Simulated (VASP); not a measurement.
Write the native input for VASP 6.6.1 that does the following.

- Task: single point
- Functional: LDA
- Potentials or basis: VASP PAW LDA potentials, release 64 (Al, N)
- Cutoff: 600 eV
- k mesh: 10 × 10 × 10
- Occupations: gaussian, width 0.02 eV
- Spin: no spin polarisation
- Dipole correction: no
- Further INCAR settings: ALGO = Normal; EDIFF = 1e-06; NBANDS = 11

The structure of AlN (lda) lies in POSCAR:

```
AlN
1.0
    0.0000000000      2.1711479203      2.1711479203
    2.1711479203      0.0000000000      2.1711479203
    2.1711479203      2.1711479203      0.0000000000
Al N
1 1
Direct
    0.0000000000      0.0000000000      0.0000000000
    0.2500000000      0.2500000000      0.2500000000
```

The input as run:

INCAR

```
SYSTEM = AlN
ALGO     = Normal         ! electronic algorithm
EDIFF    = 1E-6           ! SCF threshold, eV
ENCUT    = 600            ! plane-wave cutoff, eV
GGA      = CA             ! functional
GGA_COMPAT= .False.      
ISIF     = 2              ! what is computed and relaxed
ISMEAR   = 0              ! smearing method
LASPH    = .True.         ! aspherical terms in the spheres
LCHARG   = .False.        ! write CHGCAR
LREAL    = .False.        ! projectors in reciprocal space
LWAVE    = .False.        ! write WAVECAR
NBANDS   = 11             ! bands
NELM     = 120            ! most SCF steps
PREC     = Accurate       ! precision mode
SIGMA    = 0.02           ! smearing width, eV
```

KPOINTS

```
k-points
0
Gamma
  10 10 10
  0 0 0
```

Potentials or basis: VASP PAW LDA potentials, release 64 (Al, N).

Run with:

```bash
$ cat potpaw_LDA.64/Al/POTCAR potpaw_LDA.64/N/POTCAR > POTCAR
$ mpirun -np 1 vasp_std > vasp.out
```

It gave:

```
Pressure               : 0.5 GPa
Band gap on the k mesh : 3.23 eV, indirect (least direct gap 4.39 eV)
```

Wall time 13 s on 1 thread of Intel(R) Xeon(R) Platinum 8259CL CPU @ 2.50GHz (Skylake/Cascade Lake), with other jobs on the host, peak memory 0.13 GiB.
